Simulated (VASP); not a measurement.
Write the native input for VASP 6.6.1 that does the following.

- Task: single point
- Functional: PBEsol
- Dispersion: D3(BJ)
- Potentials or basis: VASP PAW PBE potentials, release 64 (Cu, Al)
- Cutoff: 520 eV
- k mesh: 9 × 9 × 9
- Occupations: fermi-dirac, width 0.05 eV
- Spin: no spin polarisation
- Dipole correction: no
- Further INCAR settings: ALGO = Normal; EDIFF = 1e-06; NBANDS = 16

The structure of Al2Cu lies in POSCAR:

```
Al2Cu
1.0
   -2.0020325518      2.0020325518      2.8304705766
    2.0020325518     -2.0020325518      2.8304705766
    2.0020325518      2.0020325518     -2.8304705766
Cu Al
1 2
Direct
    0.5000000000      0.5000000000      0.0000000000
    0.2500000000      0.7500000000      0.5000000000
    0.7500000000      0.2500000000      0.5000000000
```

These files were run (other wordings do the same):

INCAR

```
SYSTEM = Al2Cu
ALGO     = Normal         ! electronic algorithm
EDIFF    = 1E-6           ! SCF threshold, eV
ENCUT    = 520            ! plane-wave cutoff, eV
GGA      = PS             ! functional
ISIF     = 2              ! what is computed and relaxed
ISMEAR   = -1             ! smearing method
IVDW     = 12             ! dispersion correction
LASPH    = .True.         ! aspherical terms in the spheres
LCHARG   = .False.        ! write CHGCAR
LREAL    = .False.        ! projectors in reciprocal space
LWAVE    = .False.        ! write WAVECAR
NBANDS   = 16             ! bands
NELM     = 60             ! most SCF steps
PREC     = Accurate       ! precision mode
SIGMA    = 0.05           ! smearing width, eV
```

KPOINTS

```
k-points
0
Gamma
  9 9 9
  0 0 0
```

Potentials or basis: VASP PAW PBE potentials, release 64 (Cu, Al).

Launch:

```bash
$ cat potpaw_PBE.64/Cu/POTCAR potpaw_PBE.64/Al/POTCAR > POTCAR
$ mpirun -np 1 vasp_std > vasp.out
```

It gave:

The pressure is 0.1 GPa and the dispersion energy per atom is -0.366 eV.

Caveat: the PAW data sets were made with another functional, which shifts forces and pressure a little; pairwise dispersion overbinds metals, which lowers pressure and volume.

Wall time 32 s on 1 thread of Intel(R) Xeon(R) 6975P-C (Granite Rapids) (shared host), peak memory 0.2 GiB.
